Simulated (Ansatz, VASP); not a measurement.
# Tl3S: VASP beside Ansatz

Contents of INCAR:

```
PREC = Accurate
ENCUT = 600
EDIFF = 1E-7
ISMEAR = -1
SIGMA = 0.05
LREAL = F
LASPH = T
NELM = 100
ALGO = Fast
ISIF = 3
LWAVE = F
LCHARG = F
GGA = PE
IBRION = 2
NSW = 60
EDIFFG = -0.01
```

KPOINTS

```
regular mesh
0
Gamma
  8 8 8
```

File POSCAR:

```
Tl3S
1.0
   -2.3509700000      2.3509700000      5.1428010000
    2.3509700000     -2.3509700000      5.1428010000
    2.3509700000      2.3509700000     -5.1428010000
Tl S
3 1
Direct
    0.5000000000      0.5000000000      0.0000000000
    0.2500000000      0.7500000000      0.5000000000
    0.7500000000      0.2500000000      0.5000000000
    0.0000000000      0.0000000000      0.0000000000
```

File input.yaml:

```yaml
crystal:
  lattice:
    - [-2.35097, 2.35097, 5.142801]
    - [2.35097, -2.35097, 5.142801]
    - [2.35097, 2.35097, -5.142801]
  atoms:
    - { symbol: Tl, position: [0.5, 0.5, 0.0] }
    - { symbol: Tl, position: [0.25, 0.75, 0.5] }
    - { symbol: Tl, position: [0.75, 0.25, 0.5] }
    - { symbol: S, position: [0.0, 0.0, 0.0] }
hamiltonian:
  xc: pbe
  pseudopotentials: { kind: paw }
kpoints:
  mp_grid: { grid: [8, 8, 8] }
scf:
  occupations: { method: fermi_dirac, width: 0.05 }
output:
  forces: true
  stress: true
  eigenvalues: true
  write_density: true
  write_potential: true
  elf: true
  volumetric_format: npy
relax:
  f_tol: 0.01
  max_steps: 40
  cell: { stress_tol: 0.05 }
```

Alike in both runs: task relaxation of cell and atoms; functional PBE; k mesh 8 × 8 × 8; occupations fermi-dirac, width 0.05 eV; no spin polarisation.

|  | VASP | Ansatz |
| --- | --- | --- |
| version | VASP 6.6.1 | Ansatz 0.2.0 |
| potentials or method | VASP PAW PBE potentials, release 64 (Tl_d, S) | Ansatz PAW |
| plane-wave cutoff (eV) | 600 | 420 |
| valence electrons in the cell | 45 | 45 |

Ansatz gave:

| Property | Result |
| --- | --- |
| gap on the k mesh at the Fermi level, each at its own relaxed structure (eV) | none |
| relaxed volume (Å³/atom) | 28.48 |
| relaxed length of the cell vector where the two differ most in proportion (Å) | 6.129 |

Task: What did VASP give for the same quantities?

Result: gap on the k mesh at the Fermi level, each at its own relaxed structure (eV): none; relaxed volume (Å³/atom): 28.47; relaxed length of the cell vector where the two differ most in proportion (Å): 6.128.

A gap of «none» marks a metal or a gap that the smearing closes.

Neither program's run includes spin-orbit coupling. Noted on Ansatz's run: the plane-wave basis is chosen anew once the cell has moved, so the energies of steps on either side of that aren't comparable.
